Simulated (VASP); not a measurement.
# Si3N4 (I-43d) in VASP: settings compared, part 2 of 2

VASP 6.6.1.

**3. Electric field gradients, PBEsol**

Input file INCAR:

```
SYSTEM = Si3N4
PREC     = Accurate       ! precision mode
ENCUT    = 520            ! plane-wave cutoff, eV
EDIFF    = 1E-8           ! SCF threshold, eV
ISMEAR   = -1             ! smearing method
SIGMA    = 0.02           ! smearing width, eV
LREAL    = .False.        ! projectors in reciprocal space
LASPH    = .True.         ! aspherical terms in the spheres
NELM     = 60             ! most SCF steps
ALGO     = Normal         ! electronic algorithm
ISIF     = 2              ! what is computed and relaxed
LWAVE    = .False.        ! write WAVECAR
LCHARG   = .False.        ! write CHGCAR
GGA      = PS             ! functional
LEFG     = .True.       
NBANDS   = 45             ! bands
```

Input file KPOINTS:

```
regular mesh
0
Gamma
  6 6 6
  0 0 0
```

Input file POSCAR:

```
Si3N4
1.0
   -3.2373500000      3.2373500000      3.2373500000
    3.2373500000     -3.2373500000      3.2373500000
    3.2373500000      3.2373500000     -3.2373500000
Si N
6 8
Direct
    0.2500000000      0.1250000000      0.8750000000
    0.8750000000      0.2500000000      0.1250000000
    0.7500000000      0.3750000000      0.6250000000
    0.6250000000      0.7500000000      0.3750000000
    0.1250000000      0.8750000000      0.2500000000
    0.3750000000      0.6250000000      0.7500000000
    0.5628000000      0.5628000000      0.5628000000
    0.4372000000      0.5000000000      0.0000000000
    0.5000000000      0.0000000000      0.9372000000
    0.0000000000      0.4372000000      0.5000000000
    0.9372000000      0.5000000000      0.0000000000
    0.0628000000      0.0628000000      0.0628000000
    0.0000000000      0.9372000000      0.5000000000
    0.5000000000      0.0000000000      0.4372000000
```

Potentials or basis: VASP PAW PBE potentials, release 64 (Si, N).

Launch:

```bash
> cat potpaw_PBE.64/Si/POTCAR potpaw_PBE.64/N/POTCAR > POTCAR
> mpirun -np 1 vasp_std > vasp.out
```

OUTCAR:

```text
SYSTEM = Si3N4
   PREC = Accurate
   ENCUT = 520
   EDIFF = 1E-8
   ISMEAR = -1
   LREAL = .False.
   LASPH = .True.
   NELM = 60
   ISIF = 2
   GGA = PS

 ion  position               nearest neighbor table
   1  0.250  0.125  0.875-  12 1.75   9 1.75   8 1.75  13 1.75   4 3.03   6 3.03   2 3.03   5 3.03
                             6 3.03   4 3.03   2 3.03   5 3.03
   2  0.875  0.250  0.125-  10 1.75  11 1.75  12 1.75   9 1.75   5 3.03   6 3.03   1 3.03   6 3.03
                             3 3.03   1 3.03   3 3.03   5 3.03
   3  0.750  0.375  0.625-   7 1.75  10 1.75  11 1.75  14 1.75   6 3.03   5 3.03   4 3.03   5 3.03
                             2 3.03   2 3.03   4 3.03   6 3.03
   4  0.625  0.750  0.375-   7 1.75   8 1.75  13 1.75  14 1.75   3 3.03   5 3.03   1 3.03   6 3.03
                             1 3.03   5 3.03   6 3.03   3 3.03
   5  0.125  0.875  0.250-  11 1.75  12 1.75  13 1.75  14 1.75   1 3.03   4 3.03   3 3.03   2 3.03
                             3 3.03   4 3.03   1 3.03   2 3.03
   6  0.375  0.625  0.750-  10 1.75   8 1.75   9 1.75   7 1.75   4 3.03   1 3.03   2 3.03   1 3.03
                             3 3.03   2 3.03   4 3.03   3 3.03
   7  0.563  0.563  0.563-   4 1.75   3 1.75   6 1.75
   8  0.437  0.500  0.000-   1 1.75   4 1.75   6 1.75
   9  0.500  0.000  0.937-   1 1.75   6 1.75   2 1.75
  10  0.000  0.437  0.500-   6 1.75   3 1.75   2 1.75
  11  0.937  0.500  0.000-   5 1.75   3 1.75   2 1.75
  12  0.063  0.063  0.063-   1 1.75   2 1.75   5 1.75
  13  0.000  0.937  0.500-   1 1.75   4 1.75   5 1.75
  14  0.500  0.000  0.437-   4 1.75   5 1.75   3 1.75

  LATTYP: Found a body centered cubic cell.
 ALAT       =     6.4747000000

  Lattice vectors:
[... 1016 lines left out ...]
  13       0.000    -0.000     0.000    26.320   -26.323    26.320
  14       0.000     0.000    -0.000   -26.323    26.320    26.320
---------------------------------------------------------------------

 Electric field gradients after diagonalization (V/A^2)
 (convention: |V_zz| > |V_xx| > |V_yy|)
----------------------------------------------------------------------
 ion       V_xx      V_yy      V_zz     asymmetry (V_yy - V_xx)/ V_zz
----------------------------------------------------------------------
   1       0.410     0.410    -0.820       0.000
   2       0.410     0.410    -0.820       0.000
   3       0.410     0.410    -0.820       0.000
   4       0.410     0.410    -0.820       0.000
   5       0.410     0.410    -0.820       0.000
   6       0.410     0.410    -0.820       0.000
   7      26.322    26.322   -52.644       0.000
   8      26.323    26.319   -52.641       0.000
   9      26.323    26.319   -52.641       0.000
  10      26.323    26.319   -52.641       0.000
  11      26.323    26.319   -52.641       0.000
  12      26.322    26.322   -52.644       0.000
  13      26.323    26.319   -52.641       0.000
  14      26.323    26.319   -52.641       0.000
----------------------------------------------------------------------

           NMR quadrupolar parameters

 Cq : quadrupolar parameter    Cq=e*Q*V_zz/h
 eta: asymmetry parameters     (V_yy - V_xx)/ V_zz
 Q  : nuclear electric quadrupole moment in mb (millibarn)
----------------------------------------------------------------------
 ion       Cq(MHz)       eta       Q (mb)
----------------------------------------------------------------------
   1      -0.002       0.000       1.000
   2      -0.002       0.000       1.000
   3      -0.002       0.000       1.000
   4      -0.002       0.000       1.000
   5      -0.002       0.000       1.000
   6      -0.002       0.000       1.000
   7      -0.127       0.000       1.000
   8      -0.127       0.000       1.000
   9      -0.127       0.000       1.000
  10      -0.127       0.000       1.000
  11      -0.127       0.000       1.000
  12      -0.127       0.000       1.000
  13      -0.127       0.000       1.000
  14      -0.127       0.000       1.000
----------------------------------------------------------------------
```

stdout:

```text
POSCAR found type information on POSCAR SiN
 POSCAR found :  2 types and      14 ions
 scaLAPACK will be used
 -----------------------------------------------------------------------------
|                                                                             |
|                                                                             |
|     You enforced a specific xc type in the INCAR file but a different       |
|     I HOPE YOU KNOW WHAT YOU ARE DOING!                                     |
|                                                                             |
 -----------------------------------------------------------------------------

 LDA part: xc-table for (Slater+PW92), standard interpolation
 POSCAR, INCAR and KPOINTS ok, starting setup
 FFT: planning ... GRIDC
 FFT: planning ... GRID_SOFT
 FFT: planning ... GRID
 WAVECAR not read
 entering main loop
ion   1

ion   2

ion   3

ion   4

ion   5

ion   6

ion   7

ion   8

ion   9

ion  10

ion  11

ion  12

ion  13

ion  14
```

It took 82 s on 1 thread of Intel Xeon Platinum 8488C (Sapphire Rapids), shared host; peak memory 0.28 GiB.

Results:

```yaml
Free_energy: -119.2042 eV
Pressure: -2.1 GPa
Largest_force: 0.016 eV/Å
Band_gap_on_the_k_mesh: 3.94 eV (least direct gap 4.12 eV)
Largest_electric_field_gradient_by_atom: Si -0.8; N -52.6 V/Å²
```

Forces in eV/Å, atoms in the order of the input:
```
Si   0.000  0.000  0.000
Si   0.000  0.000  0.000
Si   0.000  0.000  0.000
Si   0.000  0.000  0.000
Si   0.000  0.000  0.000
Si   0.000  0.000  0.000
N   -0.009 -0.009 -0.009
N   -0.009  0.009  0.009
N    0.009  0.009 -0.009
N    0.009 -0.009  0.009
N   -0.009  0.009  0.009
N   -0.009 -0.009 -0.009
N    0.009 -0.009  0.009
N    0.009  0.009 -0.009
```

Levels at points of the mesh, in eV from the valence-band top:
```csv
k point,band 29,band 30,band 31,band 32,band 33,band 34,band 35,band 36
"(0.00, 0.00, 0.00)",-0.17,-0.17,-0.17,-0.07,4.48,4.48,4.57,4.57
"(0.50, 0.00, 0.00)",-1.30,-1.30,-0.02,-0.02,4.82,4.82,5.85,5.85
"(0.50, 0.50, 0.50)",-1.94,-1.94,-1.22,-1.22,5.26,5.26,5.26,5.26
```

Electric field gradients, principal values (V/Å²):
```tsv
atom	least	middle	greatest (by size)
1 Si	0.410	0.410	-0.820
2 Si	0.410	0.410	-0.820
3 Si	0.410	0.410	-0.820
4 Si	0.410	0.410	-0.820
5 Si	0.410	0.410	-0.820
6 Si	0.410	0.410	-0.820
7 N	26.322	26.322	-52.644
8 N	26.319	26.323	-52.641
9 N	26.319	26.323	-52.641
10 N	26.319	26.323	-52.641
11 N	26.319	26.323	-52.641
12 N	26.322	26.322	-52.644
13 N	26.319	26.323	-52.641
14 N	26.319	26.323	-52.641
```

Caveat: without QUAD_EFG the Cq values of the log hold for a quadrupole moment of 1 mb, not for the nuclei; the PAW data sets were made with another functional, which shifts forces and pressure a little. A k mesh can miss the band edges.
